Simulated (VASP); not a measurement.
Ti: single point with PBEsol

The system is Ti.

```
Ti
1.0
     2.98882    0.00000    0.00000
    -1.49441    2.58839    0.00000
     0.00000    0.00000    4.74159
Ti
2
Direct
  0.33333 0.66667 0.25000
  0.66667 0.33333 0.75000
```

```yaml
Program: VASP 6.6.1
Task: single point
Functional: PBEsol
Potentials_or_basis: VASP PAW PBE potentials, release 64 (Ti_sv)
Cutoff: 520 eV
k_mesh: 11 × 11 × 6
Occupations: fermi-dirac, width 0.1 eV
Spin: no spin polarisation
```

```yaml
Pressure: -9.3 GPa
Band_gap_on_the_k_mesh: zero (band 12 reaches 8.39 eV, above the bottom of band 13 at 7.40 eV)
```

Stress tensor (GPa, compression positive):
```
-9.17  0.00  0.00
 0.00 -9.17  0.00
 0.00  0.00 -9.57
```

Levels at points of the mesh, in eV from the Fermi level:
| k point | band 8 | band 9 | band 10 | band 11 | band 12 | band 13 | band 14 | band 15 | band 16 | band 17 |
| --- | --- | --- | --- | --- | --- | --- | --- | --- | --- | --- |
| (0.00, 0.00, 0.00) | -32.69 | -6.06 | -2.54 | 0.66 | 0.77 | 0.77 | 0.87 | 1.22 | 1.22 | 1.56 |
| (0.00, 0.00, 0.50) | -32.73 | -4.27 | -4.27 | 0.11 | 0.11 | 0.68 | 0.68 | 0.68 | 0.68 | 2.65 |

Wall time 19 s on 1 thread of Intel(R) Xeon(R) Platinum 8488C (Sapphire Rapids) (shared host), peak memory 0.16 GiB.

Caveat: the PAW data sets were made with another functional, which shifts forces and pressure a little.
